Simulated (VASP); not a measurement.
A run of VASP 6.6.1 is set up as follows.

File INCAR:

```
SYSTEM = ScAl3
ALGO = Normal
EDIFF = 1E-8
ENCUT = 520
GGA = PS
IBRION = 8
ISIF = 2
ISMEAR = -1
LASPH = .True.
LCHARG = .False.
LREAL = .False.
LWAVE = .False.
NBANDS = 18
NELM = 100
NSW = 1
PREC = Accurate
SIGMA = 0.05
```

KPOINTS

```
k-points
0
Gamma
  5 5 5
  0 0 0
```

Contents of POSCAR:

```
ScAl3
1.0
    4.0878065700      0.0000000000      0.0000000000
    0.0000000000      4.0878065700      0.0000000000
    0.0000000000      0.0000000000      4.0878065700
Sc Al
1 3
Direct
    0.0000000000      0.0000000000      0.0000000000
    0.5000000000      0.5000000000      0.0000000000
    0.0000000000      0.5000000000      0.5000000000
    0.5000000000      0.0000000000      0.5000000000
```

Potentials or basis: VASP PAW PBE potentials, release 64 (Sc_sv, Al).

Run with:

```bash
$ cat potpaw_PBE.64/Sc_sv/POTCAR potpaw_PBE.64/Al/POTCAR > POTCAR
$ mpirun -np 1 vasp_std > vasp.out
```

(1) Predict the highest phonon frequency at Γ, LO-TO splitting left out.

## Answers

(1) 340 cm⁻¹.

Caveat: the cell wasn't relaxed at this level first, which shifts response properties.
